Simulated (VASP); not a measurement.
# Mo (a cell with a defect) in VASP: single point with PBE

Aim: the single point of Mo (a cell with a defect) with PBE.

Program: VASP 6.6.1. These are calculated values, not measurements. Logs are shortened: lines on timing, memory, paths and dates and some standing lists are left out, and cuts for length are marked.

## 1. The cell of the first run

The cell holds a defect, 31 atoms: a = 8.942 Å, b = 8.942 Å, c = 8.942 Å, α = 60.00°, β = 60.00°, γ = 60.00°.

## 2. Single point, PBE

INCAR

```
ALGO = Normal
EDIFF = 1E-6
ENCUT = 400
GGA = PE
GGA_COMPAT = F
ISIF = 2
ISMEAR = 1
LASPH = T
LCHARG = T
LELF = T
LREAL = Auto
LVHAR = T
LWAVE = F
NBANDS = 238
NELM = 120
PREC = Accurate
SIGMA = 0.1
```

KPOINTS

```
k-points
0
Gamma
  1 1 1
```

POSCAR

```
Mo
1.0
    0.0000000000      6.3226243300      6.3226243300
    6.3226243300      0.0000000000      6.3226243300
    6.3226243300      6.3226243300      0.0000000000
Mo
31
Direct
   -0.0017796408     -0.0019033236     -0.0018055794
    0.1233159617      0.1226183084      0.1238415346
    0.2512648889      0.2512511288      0.2513540924
    0.4075633575      0.4066754350      0.4074287615
   -0.0006224472     -0.0013163047      0.5010372805
    0.1249534147      0.1252550300      0.6234358226
    0.2493471726      0.2489354764      0.7567450239
    0.3773049568      0.3774941188      0.8679044039
   -0.0013163047      0.5003469026     -0.0004397699
    0.1258426815      0.6230571033      0.1258785843
    0.2488241303      0.7554980734      0.2494222996
    0.3781796727      0.8674935776      0.3782597028
    0.0067605630      0.4974721470      0.4986767101
    0.1231867432      0.6281201116      0.6280524182
    0.2525407041      0.7479001999      0.7490767683
    0.3718007551      0.8742231408      0.8737342615
    0.5005914213     -0.0016348433     -0.0001406853
    0.6232117068      0.1256172214      0.1253870954
    0.7562767848      0.2484966555      0.2495767450
    0.8675130316      0.3779261388      0.3777961295
    0.4976208985      0.0064534911      0.4983350007
    0.6285771212      0.1230292928      0.6286484524
    0.7480830353      0.2523327208      0.7487944488
    0.8744115910      0.3717930842      0.8742521636
    0.4983493144      0.4978337057      0.0071928202
    0.6276685586      0.6278839755      0.1229844538
    0.7487483445      0.7483091281      0.2529613364
    0.8735215334      0.8737829755      0.3720720032
    0.6232793211      0.6226726110      0.6238833424
    0.7484218187      0.7482900696      0.7484107473
    0.8766147901      0.8759059073      0.8771818015
```

Potentials or basis: VASP PAW PBE potentials, release 64 (Mo_sv).

Run with:

```sh
> cat potpaw_PBE.64/Mo_sv/POTCAR > POTCAR
> mpirun -np 1 vasp_gam > vasp.out
```

OUTCAR:

```text
EDIFF = 1E-6
   ENCUT = 400
   GGA = PE
   ISIF = 2
   ISMEAR = 1
   LASPH = T
   LREAL = Auto
   NELM = 120
   PREC = Accurate

 ion  position               nearest neighbor table
   1  0.998  0.998  0.998-  31 2.66  16 2.73  24 2.73  28 2.73   6 2.74  18 2.74  10 2.74   2 2.74
                            27 3.16  15 3.16  23 3.16  19 3.17  11 3.17   7 3.17
   2  0.123  0.123  0.124-  19 2.68  11 2.68   7 2.68   1 2.74   5 2.75  17 2.75   9 2.76   3 2.80
                            24 3.15  16 3.15  28 3.15   8 3.22  20 3.22  12 3.22
   3  0.251  0.251  0.251-  10 2.71  18 2.72   6 2.72   8 2.80  20 2.80  12 2.80   2 2.80  21 3.12
                            13 3.12  25 3.12   9 3.19  17 3.19   5 3.19   4 3.42
   4  0.408  0.407  0.407-  19 2.63  11 2.63   7 2.63  26 2.85  22 2.85  14 2.85  25 3.00  21 3.00
                            13 3.00   3 3.42
   5  0.999  0.999  0.501-  14 2.71  22 2.71   6 2.73  31 2.75   2 2.75  12 2.77  20 2.77  28 2.77
                            19 3.13  11 3.13  15 3.17  30 3.17  23 3.17   3 3.19
   6  0.125  0.125  0.623-   3 2.72  13 2.72  21 2.72   5 2.73   1 2.74  23 2.75  15 2.76   7 2.78
                            16 3.14  24 3.14  31 3.15  12 3.18  20 3.18
   7  0.249  0.249  0.757-   4 2.63   2 2.68   8 2.69  16 2.74  24 2.74  14 2.77  22 2.77   6 2.78
                             9 3.13  17 3.13  13 3.17  21 3.17   1 3.17
   8  0.377  0.377  0.868-   7 2.69  15 2.70  23 2.71   9 2.76  17 2.77  25 2.78   3 2.80  29 3.11
                            22 3.12  14 3.12  18 3.18  10 3.18   2 3.22
   9  0.999  0.500  1.000-  26 2.71  14 2.71  31 2.74  10 2.75   2 2.76  24 2.76  20 2.76   8 2.76
                             7 3.13  19 3.13  27 3.17  30 3.17  15 3.17   3 3.19
  10  0.126  0.623  0.126-   3 2.71  25 2.72  13 2.72   1 2.74   9 2.75  15 2.75  27 2.75  11 2.77
                            28 3.14  16 3.14  31 3.15  20 3.18   8 3.18
  11  0.249  0.755  0.249-   4 2.63   2 2.68  12 2.70  28 2.74  16 2.74  14 2.76  26 2.77  10 2.77
                            17 3.13   5 3.13  25 3.16  13 3.16   1 3.17
  12  0.378  0.867  0.378-  11 2.70  27 2.71  15 2.71  17 2.76  21 2.76   5 2.77   3 2.80  29 3.10
                            14 3.13  26 3.13   6 3.18  18 3.18   2 3.22
  13  0.007  0.497  0.499-   6 2.72  10 2.72  24 2.74  28 2.75  14 2.75  20 2.77  29 2.80   4 3.00
[... 23 lines left out ...]
  25  0.498  0.498  0.007-  18 2.72  10 2.72  26 2.74  24 2.75  16 2.75   8 2.78  29 2.80   4 3.00
                             3 3.12  11 3.16  19 3.16  30 3.17  23 3.19  15 3.19
  26  0.628  0.628  0.123-  17 2.70   9 2.71  27 2.71  30 2.74  25 2.74  11 2.77  19 2.77   4 2.85
                            20 3.13  12 3.13  31 3.14  24 3.19  16 3.19
  27  0.749  0.748  0.253-  28 2.70  20 2.70  12 2.71  29 2.71  26 2.71  31 2.74  10 2.75  18 2.75
                             1 3.16  17 3.17   9 3.17  21 3.18  13 3.19
  28  0.874  0.874  0.372-  27 2.70   1 2.73  19 2.74  11 2.74  21 2.75  30 2.75  13 2.75   5 2.77
                            10 3.14  18 3.14   2 3.15  29 3.17  14 3.20  22 3.20
  29  0.623  0.623  0.624-  23 2.70  15 2.71  27 2.71  30 2.74  25 2.80  13 2.80  21 2.80  12 3.10
                            20 3.10   8 3.11  28 3.17  16 3.17  24 3.17
  30  0.748  0.748  0.748-  26 2.74  14 2.74  22 2.74  29 2.74  28 2.75  24 2.75  16 2.75  31 2.81
                            25 3.17  13 3.17  21 3.17   5 3.17   9 3.17  17 3.17
  31  0.877  0.876  0.877-   1 2.66   9 2.74  27 2.74  15 2.74  17 2.75   5 2.75  23 2.75  30 2.81
                            22 3.14  14 3.14  26 3.14   6 3.15  10 3.15  18 3.15

  LATTYP: Found a face centered cubic cell.
 ALAT       =    12.6452486600

  Lattice vectors:

 A1 = (   0.0000000000,   6.3226243300,   6.3226243300)
 A2 = (   6.3226243300,   0.0000000000,   6.3226243300)
 A3 = (   6.3226243300,   6.3226243300,   0.0000000000)

Analysis of symmetry for initial positions (statically):
=====================================================================
 Subroutine PRICEL returns:
 Original cell was already a primitive cell.

 Routine SETGRP: Setting up the symmetry group for a
 face centered cubic supercell.

 Subroutine GETGRP returns: Found  1 space group operations
 (whereof  1 operations were pure point group operations)
 out of a pool of 48 trial point group operations.

The static configuration has the point symmetry C_1 .

Analysis of symmetry for dynamics (positions and initial velocities):
=====================================================================
 Subroutine PRICEL returns:
 Original cell was already a primitive cell.

 Routine SETGRP: Setting up the symmetry group for a
 face centered cubic supercell.

 Subroutine GETGRP returns: Found  1 space group operations
 (whereof  1 operations were pure point group operations)
 out of a pool of 48 trial point group operations.

The dynamic configuration has the point symmetry C_1 .

 Subroutine INISYM returns: Found  1 space group operations
 (whereof  1 operations are pure point group operations),
 and found     1 'primitive' translations

----------------------------------------------------------------------------------------

                                     Primitive cell

[... 91 lines left out ...]

  Length of vectors
     0.136972459  0.136972459  0.136972459

  Shift w.r.t. Gamma in fractional coordinates (k-lattice)
     0.000000000  0.000000000  0.000000000

 Subroutine IBZKPT returns following result:
 ===========================================

 Found      1 irreducible k-points:

 Following reciprocal coordinates:
            Coordinates               Weight
  0.000000  0.000000  0.000000      1.000000
   k-points           NKPTS =      1   k-points in BZ     NKDIM =      1   number of bands    NBANDS=    238
   number of dos      NEDOS =    301   number of ions     NIONS =     31
   total plane-waves  NPLWV = 216000
   dimension x,y,z NGX =    60 NGY =   60 NGZ =   60
   dimension x,y,z NGXF=   120 NGYF=  120 NGZF=  120
   ions per type =              31
   NGX,Y,Z   is equivalent  to a cutoff of  11.16, 11.16, 11.16 a.u.
   NGXF,Y,Z  is equivalent  to a cutoff of  22.31, 22.31, 22.31 a.u.
 SYSTEM =  unknown system
   PREC   = accura    normal or accurate (medium, high low for compatibility)
   ISTART =      0    job   : 0-new  1-cont  2-samecut
   ICHARG =      2    charge: 1-file 2-atom 10-const
   ISPIN  =      1    spin polarized calculation?
   LNONCOLLINEAR =      F non collinear calculations
   LSORBIT =      F    spin-orbit coupling
   LASPH  =      T    aspherical Exc in radial PAW
   ENCUT  =  400.0 eV  29.40 Ry    5.42 a.u.  14.58 14.58 14.58*2*pi/ulx,y,z
   NELM   =    120;   NELMIN=  2; NELMDL= -5     # of ELM steps
   EDIFF  = 0.1E-05   stopping-criterion for ELM
   LREAL  =      T    real-space projection
   EDIFFG = 0.1E-04   stopping-criterion for IOM
   NSW    =      0    number of steps for IOM
   IBRION =     -1    ionic relax: 0-MD 1-quasi-New 2-CG
   NFREE  =      0    steps in history (QN), initial steepest desc. (CG)
   ISIF   =      2    stress and relaxation
   ISYM   =      2    0-nonsym 1-usesym 2-fastsym
   POTIM  = 0.5000    time-step for ionic-motion
   TEBEG  =    0.0;   TEEND  =   0.0 temperature during run
   PSTRESS=    0.0 pullay stress
   NELECT =     434.0000    total number of electrons
   NUPDOWN=      -1.0000    fix difference up-down
   EMIN   =  10.00;   EMAX   =-10.00  energy-range for DOS
   EFERMI =   0.00;   METHOD = LEGACY
   ISMEAR =     1;   SIGMA  =   0.10  broadening in eV -4-tet -1-fermi 0-gaus
   EFERMI_NEDOS =   21; number of points for ismear=-14 and -15
   IALGO  =     38    algorithm
   IMIX   =      4    mixing-type and parameters
     AMIX     =   0.40;   BMIX     =  1.00
     AMIX_MAG =   1.60;   BMIX_MAG =  1.00
  volume/ion in A,a.u.               =      16.31       110.04
  Fermi-wavevector in a.u.,A,eV,Ry     =   1.555956  2.940331 32.939700  2.421000
  Thomas-Fermi vector in A             =   2.659822
   LORBIT       =      0    0 simple, 1 ext, 2 COOP (PROOUT), +10 PAW based schemes
   GGA     = PE    functional components
   LHFCALC =     F    Hartree Fock is set to
   AEXX    =    0.0000 exact exchange contribution
   IVDW    =     0    specifies the selected vdW correction
   LEPSILON=     F    determine dielectric tensor
   LRPA    =     F    only Hartree local field effects (RPA)
 non-spin polarized calculation
 Methfessel and Paxton  Order N= 1 SIGMA  =   0.10
  energy-cutoff  :      400.00
  volume of cell :      505.50
 maximum number of plane-waves:      4629
 NGX is ok and might be reduce to    60
   NGX = 29   NGY = 29   NGZ = 29

 number of electron     433.9999982 magnetization

 Free energy of the ion-electron system (eV)
  ---------------------------------------------------
  ext. energy  EPLUGINS =         0.00000000
  ---------------------------------------------------
  free energy    TOTEN  =      -348.07219266 eV

  energy without entropy =     -348.09344313  energy(sigma->0) =     -348.07927615

 E-fermi :  11.7066     XC(G=0): -13.0965

 val. band max:       11.6337413432   @ k =   0.0000   0.0000   0.0000
 cond. band min:      12.0152133093   @ k =   0.0000   0.0000   0.0000
 fundamental gap:      0.3814719661
 Fermi energy:        11.7065909019

 k-point     1 :       0.0000    0.0000    0.0000
  band No.  band energies     occupation
      1     -49.2715      2.00000
      2     -49.1815      2.00000
      3     -49.0966      2.00000
      4     -49.0963      2.00000
      5     -49.0890      2.00000
      6     -49.0810      2.00000
[... 221 lines left out ...]
    228      13.3550     -0.00000
    229      13.4186     -0.00000
 [bands above 229 left out]

------------------------ aborting loop because EDIFF is reached ----------------------------------------

  FORCE on cell =-STRESS in cart. coord.  units (eV):
  Direction    XX          YY          ZZ          XY          YZ          ZX
  --------------------------------------------------------------------------------------
  -------------------------------------------------------------------------------------
  Total      -40.2952175    -40.1417612    -40.2804149     -0.2697009     -0.2911092     -0.3317261
  in kB     -127.7150144   -127.2286372   -127.6680977     -0.8548126     -0.9226658     -1.0514002
  external PRESSURE =    -127.5372498 kB  Pullay stress =       0.0000000 kB

 VOLUME and BASIS-vectors are now :
 -----------------------------------------------------------------------------
  energy-cutoff  :      400.00
  volume of cell :      505.50
      direct lattice vectors                 reciprocal lattice vectors
     0.000000000  6.322624330  6.322624330    -0.079081086  0.079081086  0.079081086
     6.322624330  0.000000000  6.322624330     0.079081086 -0.079081086  0.079081086
     6.322624330  6.322624330  0.000000000     0.079081086  0.079081086 -0.079081086

 POSITION                                       TOTAL-FORCE (eV/Angst)
 -----------------------------------------------------------------------------------
     12.62180     12.62258     12.62196         0.003098      0.006992     -0.017903
      1.55827      1.56268      1.55495        -0.020696     -0.031992     -0.017308
      3.17778      3.17787      3.17722         0.283136      0.290655      0.266716
      5.14727      5.15289      5.14813        -2.641543     -2.661411     -2.650080
      9.48217      9.48656     12.63299         0.037643      0.025489      0.077722
      4.73369      4.73178      1.58197         0.161414      0.181951      0.119131
[... 23 lines left out ...]
      9.46308      9.46391      9.46315        -0.074205     -0.072918     -0.086669
     11.08412     11.08860     11.08053         0.171626      0.151604      0.182320
 -----------------------------------------------------------------------------------
    total drift:                               -0.002182     -0.001165     -0.003863

  FREE ENERGIE OF THE ION-ELECTRON SYSTEM (eV)
  ---------------------------------------------------
  free  energy   TOTEN  =      -348.0721926632 eV

  energy  without entropy=     -348.0934431296  energy(sigma->0) =     -348.07927615
```

It took 9.7 min on 1 thread of Intel Xeon 8259CL, shared host; peak memory 0.47 GiB.

Results:

```
Free energy   : -348.0722 eV
Pressure      : -12.8 GPa
Largest force : 4.592 eV/Å
```

Forces on the atoms (eV/Å):
```
Mo   0.003  0.007 -0.018
Mo  -0.021 -0.032 -0.017
Mo   0.283  0.291  0.267
Mo  -2.642 -2.661 -2.650
Mo   0.038  0.025  0.078
Mo   0.161  0.182  0.119
Mo   0.326  0.327  0.316
Mo   0.121  0.135 -0.142
Mo   0.050  0.102  0.071
Mo   0.135  0.065  0.125
Mo   0.409  0.371  0.419
Mo   0.064 -0.182  0.053
Mo   0.438  0.085  0.103
Mo   0.059  0.109  0.090
Mo   0.022  0.013  0.039
Mo  -0.074 -0.043 -0.079
Mo   0.090  0.034  0.063
Mo   0.094  0.169  0.140
Mo   0.352  0.362  0.376
Mo  -0.163  0.111  0.085
Mo   0.120  0.473  0.132
Mo   0.075  0.010  0.070
Mo   0.034  0.047  0.047
Mo  -0.075 -0.089 -0.088
Mo   0.065  0.058  0.415
Mo   0.124  0.142  0.089
Mo   0.008 -0.004 -0.003
Mo  -0.063 -0.042 -0.067
Mo  -0.131 -0.144 -0.127
Mo  -0.074 -0.073 -0.087
Mo   0.172  0.152  0.182
```

Caveat: the k points lie up to 0.86 Å⁻¹ apart.
